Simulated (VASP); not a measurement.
Set up this calculation in VASP 6.6.1, as the native input.

```yaml
Task: single point
Functional: PBE
Dispersion: D3(BJ)
Potentials_or_basis: VASP PAW PBE potentials, release 64 (Cl, H, C)
Cutoff: 520 eV
k_mesh: 1 × 1 × 1
Occupations: fermi-dirac, width 0.05 eV
Spin: no spin polarisation
Dipole_correction: no
Further_INCAR_settings: LREAL = Auto; ALGO = Normal; EDIFF = 1e-06; NBANDS = 54
```

The structure of H3C2Cl lies in POSCAR:

```
H3C2Cl
1.0
    7.8514240000      0.0000000000      0.0000000000
    0.0000000000      7.8514240000      0.0000000000
    0.0000000000      0.0000000000      7.8514240000
Cl H C
4 12 8
Direct
    0.1803297965      0.2868105810      0.4688477616
    0.6478316935      0.3643427434      0.2438363240
    1.0042288470      0.6014867306      0.1079337322
    0.1908981141      0.1144000686      0.0067792652
    0.2710130318      0.3556182389      0.5908361364
    0.7857467525      0.4366588590      0.1832318024
    0.9903861582      0.6771197360      0.2579851257
    0.0508576918      0.1446412681     -0.0793289442
    0.4777802889      0.7870425462      0.0800086810
    0.4252740658      0.9764779715      0.4597042183
    0.7085395093      0.7330438187      0.4183928770
    1.0951316159      0.8092159008      0.5848719710
    0.8792602110      0.3531463639      0.6959066463
    0.7517625711     -0.0075566544      0.8857984505
    0.3601789172      0.4886740950      0.9388840550
    0.5603210919      0.4766632320      0.5598604439
    0.4434845566      0.9123969934      0.3401598470
    0.4629516672      0.8444760424      0.2032405536
    0.9723094960      0.7808974280      0.5321615333
    0.8329687575      0.7526595400      0.4726882554
    0.7915117951      0.1080204922      0.8249503555
    0.8377355182      0.2384041466      0.7573467538
    0.4947113536      0.4844479204      0.6802840677
    0.4229133994      0.4890806378      0.8169925872
```

The input as run:

INCAR

```
SYSTEM = H3C2Cl
PREC = Accurate
ENCUT = 520
EDIFF = 1E-6
ISMEAR = -1
SIGMA = 0.05
LREAL = Auto
LASPH = .True.
NELM = 100
ALGO = Normal
ISIF = 2
LWAVE = .False.
LCHARG = .False.
GGA = PE
IVDW = 12
NBANDS = 54
```

KPOINTS

```
Automatic mesh
0
Gamma
  1 1 1
  0 0 0
```

Potentials or basis: VASP PAW PBE potentials, release 64 (Cl, H, C).

The run is started by

```sh
$ cat potpaw_PBE.64/Cl/POTCAR potpaw_PBE.64/H/POTCAR potpaw_PBE.64/C/POTCAR > POTCAR
$ mpirun -np 1 vasp_gam > vasp.out
```

Results of the run:

```
Pressure                   : -0.5 GPa
Largest force              : 0.287 eV/Å
Dispersion energy per atom : -0.048 eV
```

Caveat: the k points lie up to 0.80 Å⁻¹ apart, too coarse for converged energies, forces and pressures.

Run time: 21 s on 1 thread of AMD EPYC 9R45 96-Core Processor (Zen 5) (shared host), peak memory 0.43 GiB.
